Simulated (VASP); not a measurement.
Input of a VASP 6.6.1 run:

INCAR

```
SYSTEM = CuCl2
PREC = Accurate
ENCUT = 520
EDIFF = 1E-7
ISMEAR = -1
SIGMA = 0.15
LREAL = .FALSE.
LASPH = .TRUE.
NELM = 60
ALGO = Normal
ISIF = 2
LWAVE = .FALSE.
LCHARG = .TRUE.
GGA = PS
LELF = .TRUE.
LVHAR = .TRUE.
NBANDS = 20
```

File KPOINTS:

```
Automatic mesh
0
Gamma
  7 7 7
  0.5 0.5 0.5
```

POSCAR

```
CuCl2
1.0
   -2.2548590000      2.2548590000      6.8599030000
    2.2548590000     -2.2548590000      6.8599030000
    2.2548590000      2.2548590000     -6.8599030000
Cu Cl
1 2
Direct
    0.0000000000      0.0000000000      0.0000000000
    0.5000000000      0.0000000000      0.5000000000
    0.0000000000      0.5000000000      0.5000000000
```

Potentials or basis: VASP PAW PBE potentials, release 64 (Cu, Cl).

Command:

```console
$ cat potpaw_PBE.64/Cu/POTCAR potpaw_PBE.64/Cl/POTCAR > POTCAR
$ mpirun -np 1 vasp_std > vasp.out
```

Problem. Estimate the pressure.

Solution. -0.7 GPa.

Problem. What does it give for the band gap on the k mesh?

Solution. Zero (an odd number of electrons rules out a gap without spin polarisation).

Stress tensor (GPa, compression positive):
```
-1.08  0.00  0.00
 0.00 -1.08  0.00
 0.00  0.00 -0.04
```

Caveat: the PAW data sets were made with another functional, which shifts forces and pressure a little; an odd number of electrons without spin polarisation forces a metal; a magnetic or distorted state may lie lower. With open d or f shells a metallic result of PBEsol can be an artefact of self-interaction; +U or a hybrid may open a gap.
